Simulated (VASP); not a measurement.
# Si2Mo (Pn-3m) in VASP: single point with r2SCAN+rVV10

Aim: the single point of Si2Mo with r2SCAN+rVV10.

Program: VASP 6.6.1. These are calculated values, not measurements. Logs are shortened: lines on timing, memory, paths and dates and some standing lists are left out, and cuts for length are marked.

## Step 1: The cell of the first run

The structure is cubic, space group Pn-3m (No. 224). The conventional cell has a = 5.374 Å, b = 5.374 Å, c = 5.374 Å, α = 90.00°, β = 90.00°, γ = 90.00°. Si (site symmetry -3m) has 2 Mo at 2.33 Å within 3.1 Å. Within 3.1 Å of Mo (site symmetry -43m) lie 4 Si at 2.33 Å.

## Step 2: Single point, r2SCAN+rVV10

The input, POSCAR:

```
Si2Mo
1.0
    5.3740798530      0.0000000000      0.0000000000
    0.0000000000      5.3740798530      0.0000000000
    0.0000000000      0.0000000000      5.3740798530
Si Mo
4 2
Direct
    0.2500000000      0.2500000000      0.7500000000
    0.7500000000      0.2500000000      0.2500000000
    0.2500000000      0.7500000000      0.2500000000
    0.7500000000      0.7500000000      0.7500000000
    0.5000000000      0.5000000000      0.5000000000
    0.0000000000      0.0000000000      0.0000000000
```

The input, INCAR.step1:

```
PREC = Accurate
ENCUT = 520
ISMEAR = -1
SIGMA = 0.03
LREAL = F
LASPH = T
NELM = 100
NBANDS = 31
GGA = PE
ALGO = Normal
EDIFF = 1E-4
LWAVE = T
LCHARG = F
```

The input, INCAR.step2:

```
PREC = Accurate
ENCUT = 520
EDIFF = 1E-6
ISMEAR = -1
SIGMA = 0.03
LREAL = F
LASPH = T
NELM = 100
ALGO = Normal
ISIF = 2
LWAVE = F
LCHARG = F
METAGGA = R2SCAN
LMIXTAU = T
LUSE_VDW = T
IVDW_NL = 2
BPARAM = 11.95
CPARAM = 0.0093
NBANDS = 31
ISTART = 1
```

The input, KPOINTS:

```
regular mesh
0
Gamma
  4 4 4
```

Potentials or basis: VASP PAW PBE potentials, release 64 (Si, Mo_sv).

On the command line:

```sh
$ cat potpaw_PBE.64/Si/POTCAR potpaw_PBE.64/Mo_sv/POTCAR > POTCAR
$ cp INCAR.step1 INCAR
$ mpirun -np 1 vasp_std > vasp.out
$ cp INCAR.step2 INCAR
$ mpirun -np 1 vasp_std > vasp.out
```

OUTCAR:

```text
PREC = Accurate
   ENCUT = 520
   EDIFF = 1E-6
   ISMEAR = -1
   LREAL = F
   LASPH = T
   NELM = 100
   ISIF = 2
   METAGGA = R2SCAN
   IVDW_NL = 2
   BPARAM = 11.95
   ISTART = 1

 ion  position               nearest neighbor table
   1  0.250  0.250  0.750-   5 2.33   6 2.33
   2  0.750  0.250  0.250-   5 2.33   6 2.33
   3  0.250  0.750  0.250-   5 2.33   6 2.33
   4  0.750  0.750  0.750-   5 2.33   6 2.33
   5  0.500  0.500  0.500-   1 2.33   2 2.33   3 2.33   4 2.33
   6  0.000  0.000  0.000-   1 2.33   2 2.33   3 2.33   4 2.33

  LATTYP: Found a simple cubic cell.
 ALAT       =     5.3740798530

  Lattice vectors:

 A1 = (   5.3740798530,   0.0000000000,   0.0000000000)
 A2 = (   0.0000000000,   5.3740798530,   0.0000000000)
 A3 = (   0.0000000000,   0.0000000000,   5.3740798530)

Analysis of symmetry for initial positions (statically):
=====================================================================
 Subroutine PRICEL returns:
 Original cell was already a primitive cell.

 Routine SETGRP: Setting up the symmetry group for a
 simple cubic supercell.

 Subroutine GETGRP returns: Found 48 space group operations
 (whereof 24 operations were pure point group operations)
 out of a pool of 48 trial point group operations.

The static configuration has the point symmetry T_d .
 The point group associated with its full space group is O_h .

Analysis of symmetry for dynamics (positions and initial velocities):
=====================================================================
 Subroutine PRICEL returns:
 Original cell was already a primitive cell.

 Routine SETGRP: Setting up the symmetry group for a
 simple cubic supercell.

 Subroutine GETGRP returns: Found 48 space group operations
 (whereof 24 operations were pure point group operations)
 out of a pool of 48 trial point group operations.

The dynamic configuration has the point symmetry T_d .
 The point group associated with its full space group is O_h .

 Subroutine INISYM returns: Found 48 space group operations
 (whereof 24 operations are pure point group operations),
 and found     1 'primitive' translations

[... 86 lines left out ...]
   NELM   =    100;   NELMIN=  2; NELMDL=  0     # of ELM steps
   EDIFF  = 0.1E-05   stopping-criterion for ELM
   LREAL  =      F    real-space projection
   EDIFFG = 0.1E-04   stopping-criterion for IOM
   NSW    =      0    number of steps for IOM
   IBRION =     -1    ionic relax: 0-MD 1-quasi-New 2-CG
   NFREE  =      0    steps in history (QN), initial steepest desc. (CG)
   ISIF   =      2    stress and relaxation
   ISYM   =      2    0-nonsym 1-usesym 2-fastsym
   POTIM  = 0.5000    time-step for ionic-motion
   TEBEG  =    0.0;   TEEND  =   0.0 temperature during run
   PSTRESS=    0.0 pullay stress
   NELECT =      44.0000    total number of electrons
   NUPDOWN=      -1.0000    fix difference up-down
   EMIN   =  10.00;   EMAX   =-10.00  energy-range for DOS
   EFERMI =   0.00;   METHOD = LEGACY
   ISMEAR =    -1;   SIGMA  =   0.03  broadening in eV -4-tet -1-fermi 0-gaus
   EFERMI_NEDOS =   21; number of points for ismear=-14 and -15
   IALGO  =     38    algorithm
   IMIX   =      4    mixing-type and parameters
     AMIX     =   0.40;   BMIX     =  1.00
     AMIX_MAG =   1.60;   BMIX_MAG =  1.00
  volume/ion in A,a.u.               =      25.87       174.57
  Fermi-wavevector in a.u.,A,eV,Ry     =   1.075445  2.032297 15.736258  1.156582
  Thomas-Fermi vector in A             =   2.211302
   LORBIT       =      0    0 simple, 1 ext, 2 COOP (PROOUT), +10 PAW based schemes
   METAGGA = R2SCAN    functional components
   LHFCALC =     F    Hartree Fock is set to
   AEXX    =    0.0000 exact exchange contribution
   IVDW_NL    =     2    kernel type
   BPARAM     =11.9500
   IVDW    =     0    specifies the selected vdW correction
   LEPSILON=     F    determine dielectric tensor
   LRPA    =     F    only Hartree local field effects (RPA)
 non-spin polarized calculation
  energy-cutoff  :      520.00
  volume of cell :      155.21
 maximum number of plane-waves:      4224
 NGX is ok and might be reduce to    40
   NGX = 19   NGY = 19   NGZ = 19

 number of electron      44.0000009 magnetization

 Free energy of the ion-electron system (eV)
  ---------------------------------------------------
  ext. energy  EPLUGINS =         0.00000000
  ---------------------------------------------------
  free energy    TOTEN  =       -78.23232101 eV

  energy without entropy =      -78.21509810  energy(sigma->0) =      -78.22370955

 E-fermi :   3.9387     XC(G=0):  -9.6101

 val. band max:        3.9152938860   @ k =   0.2500   0.0000   0.0000
 cond. band min:       3.9491845212   @ k =   0.0000   0.0000   0.0000
 fundamental gap:      0.0338906352
 Fermi energy:         3.9386680571

 k-point     1 :       0.0000    0.0000    0.0000
  band No.  band energies     occupation
      1     -57.8236      2.00000
      2     -57.8227      2.00000
      3     -31.3264      2.00000
      4     -31.3264      2.00000
      5     -31.3264      2.00000
      6     -31.3176      2.00000
[... 329 lines left out ...]
     30      10.2905      0.00000
     31      10.2905      0.00000

------------------------ aborting loop because EDIFF is reached ----------------------------------------

  FORCE on cell =-STRESS in cart. coord.  units (eV):
  Direction    XX          YY          ZZ          XY          YZ          ZX
  --------------------------------------------------------------------------------------
  -------------------------------------------------------------------------------------
  Total        0.0852598      0.0852598      0.0852598     -0.0000000      0.0000000      0.0000000
  in kB        0.8801216      0.8801216      0.8801216     -0.0000000      0.0000000      0.0000000
  external PRESSURE =       0.8801216 kB  Pullay stress =       0.0000000 kB

 VOLUME and BASIS-vectors are now :
 -----------------------------------------------------------------------------
  energy-cutoff  :      520.00
  volume of cell :      155.21
      direct lattice vectors                 reciprocal lattice vectors
     5.374079853  0.000000000  0.000000000     0.186078366  0.000000000  0.000000000
     0.000000000  5.374079853  0.000000000     0.000000000  0.186078366  0.000000000
     0.000000000  0.000000000  5.374079853     0.000000000  0.000000000  0.186078366

 POSITION                                       TOTAL-FORCE (eV/Angst)
 -----------------------------------------------------------------------------------
      1.34352      1.34352      4.03056        -0.000000     -0.000000      0.000000
      4.03056      1.34352      1.34352         0.000000      0.000000     -0.000000
      1.34352      4.03056      1.34352         0.000000     -0.000000     -0.000000
      4.03056      4.03056      4.03056        -0.000000      0.000000      0.000000
      2.68704      2.68704      2.68704         0.000000     -0.000000     -0.000000
      0.00000      0.00000      0.00000         0.000000     -0.000000     -0.000000
 -----------------------------------------------------------------------------------
    total drift:                                0.000000      0.000000     -0.000000

  FREE ENERGIE OF THE ION-ELECTRON SYSTEM (eV)
  ---------------------------------------------------
  free  energy   TOTEN  =       -78.2323210097 eV

  energy  without entropy=      -78.2150980996  energy(sigma->0) =      -78.22370955
```

OUTCAR.step1:

```text
PREC = Accurate
   ENCUT = 520
   ISMEAR = -1
   LREAL = F
   LASPH = T
[... 560 lines left out ...]
      1.34352      4.03056      1.34352        -0.000000      0.000000     -0.000000
      4.03056      4.03056      4.03056         0.000000     -0.000000     -0.000000
      2.68704      2.68704      2.68704         0.000000     -0.000000      0.000000
      0.00000      0.00000      0.00000         0.000000     -0.000000      0.000000
 -----------------------------------------------------------------------------------
    total drift:                                0.000000      0.000000     -0.000000

  FREE ENERGIE OF THE ION-ELECTRON SYSTEM (eV)
  ---------------------------------------------------
  free  energy   TOTEN  =       -36.1240747887 eV

  energy  without entropy=      -36.1098617394  energy(sigma->0) =      -36.11696826
```

OSZICAR.step1:

```text
N       E                     dE             d eps       ncg     rms          rms(c)
DAV:   1     0.276704830878E+03    0.27670E+03   -0.22294E+04   732   0.126E+03
DAV:   2    -0.236900805289E+02   -0.30039E+03   -0.28754E+03   752   0.306E+02
DAV:   3    -0.369148972836E+02   -0.13225E+02   -0.12620E+02   755   0.528E+01
DAV:   4    -0.372427818836E+02   -0.32788E+00   -0.32619E+00   733   0.787E+00
DAV:   5    -0.372525141438E+02   -0.97323E-02   -0.97243E-02   779   0.128E+00    0.177E+01
DAV:   6    -0.364643766343E+02    0.78814E+00   -0.12806E+00   690   0.657E+00    0.694E+00
DAV:   7    -0.362097900958E+02    0.25459E+00   -0.80590E-01   784   0.327E+00    0.375E+00
DAV:   8    -0.361231394242E+02    0.86651E-01   -0.35720E-01   683   0.322E+00    0.618E-01
DAV:   9    -0.361240472080E+02   -0.90778E-03   -0.15526E-02   725   0.605E-01    0.402E-01
DAV:  10    -0.361240715983E+02   -0.24390E-04   -0.12857E-03   722   0.219E-01    0.558E-02
DAV:  11    -0.361240747887E+02   -0.31904E-05   -0.40694E-05   443   0.406E-02
   1 F= -.36124075E+02 E0= -.36116968E+02  d E =-.142130E-01
```

It took 4.6 min on 1 thread of Intel Xeon Platinum 8259CL at 2.50GHz (Skylake/Cascade Lake), shared host; peak memory 0.5 GiB.

Results:

| Item | Value |
| --- | --- |
| Free energy | -78.2323 eV |
| Pressure | 0.1 GPa |
| Band gap on the k mesh | zero (band 22 reaches 4.21 eV, above the bottom of band 23 at 3.68 eV) |

Levels at points of the mesh, in eV from the Fermi level:
```csv
k point,band 20,band 21,band 22,band 23,band 24,band 25
"(0.00, 0.00, 0.00)",-0.37,0.01,0.01,0.01,1.41,1.41
"(0.50, 0.00, 0.00)",-1.61,0.27,0.27,0.66,0.66,0.69
"(0.50, 0.50, 0.00)",-1.73,-0.78,-0.78,0.57,0.57,0.89
"(0.50, 0.50, 0.50)",-1.05,-1.05,-0.26,-0.26,0.95,0.95
```

Caveat: the PAW data sets were made with another functional, which shifts forces and pressure a little.
